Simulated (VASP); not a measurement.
Crystal: Y2Be2N.

```
Y Be N
1.0
     3.80385    0.00000    0.00000
    -1.90193    3.29423    0.00000
     0.00000    0.00000    6.39214
Y Be N
2 2 1
Cartesian
  0.0000 2.1962 1.8493
  1.9019 1.0981 4.5429
  0.0000 2.1962 4.9260
  1.9019 1.0981 1.4661
  0.0000 0.0000 3.1961
```

The cell was generated, and may not be a known phase.

* Program: VASP 6.6.1
* Task: relaxation of cell and atoms
* Functional: PBE
* Potentials or basis: VASP PAW PBE potentials, release 64 (Y_sv, Be, N)
* Cutoff: 600 eV
* k mesh: 6 × 6 × 4
* Occupations: gaussian, width 0.1 eV
* Spin: no spin polarisation

At the start: pressure 16.5 GPa; volume 16.02 Å³/atom.

How do energy, volume and symmetry change on relaxing?

Over 32 steps the energy falls by 1620.4 meV/atom and the volume is 17.06 Å³/atom (+6.5 %); space group P-3m1 (No. 164, to 0.1 Å) before and after.

Step by step:
```tsv
step	energy change (eV)	largest force (eV/Å)	pressure (GPa)	volume (Å³)
1	0.0000	2.0960	16.47	80.10
2	-2.5633	1.4960	-3.69	99.47
3	-2.5705	1.4683	-4.17	100.37
4	-2.9640	1.7742	-2.21	94.84
5	-2.9071	1.7295	9.05	79.62
6	-3.1798	1.9925	2.48	87.15
7	-3.4269	1.9065	2.88	85.93
8	-4.0737	1.2952	4.50	82.32
9	-4.1670	1.6984	12.01	75.36
10	-4.3999	0.2006	6.85	79.05
11	-4.9303	0.1835	5.52	80.04
12	-5.9918	1.0197	5.22	82.28
13	-6.2305	3.4054	10.79	83.72
14	-6.6360	1.0727	-4.46	96.48
15	-6.7736	1.2806	-0.40	92.11
16	-6.9433	1.3181	0.38	90.44
17	-7.4274	1.4513	3.18	85.52
18	-7.6643	0.5140	12.74	76.15
19	-7.7563	1.2020	7.59	80.32
20	-7.7817	0.9802	9.02	78.98
21	-7.8996	0.6562	7.07	79.90
22	-7.9879	0.8005	3.95	81.66
23	-8.0347	0.6352	2.66	82.72
24	-8.0882	0.2562	-0.29	85.50
25	-8.0886	0.2262	-0.53	85.75
26	-8.0925	0.1838	-0.23	85.52
27	-8.0964	0.1531	0.52	84.96
28	-8.0988	0.1198	0.23	85.21
29	-8.1006	0.0627	-0.36	85.74
30	-8.1006	0.0624	-0.28	85.67
31	-8.1015	0.0422	-0.10	85.48
32	-8.1018	0.0214	0.07	85.29
```

Final structure:
```
CELL_PARAMETERS angstrom
3.54191 0.00000 0.00000
-1.77095 3.06738 0.00000
0.00000 0.00000 7.85003
ATOMIC_POSITIONS crystal
Y 0.33333 0.66667 0.33231
Y 0.66667 0.33333 0.66769
Be 0.33333 0.66667 0.95251
Be 0.66667 0.33333 0.04750
N 0.00000 0.00000 0.50000
```

Caveat: a cell axis changed by over 15 % at a fixed basis, so the end point is rough.
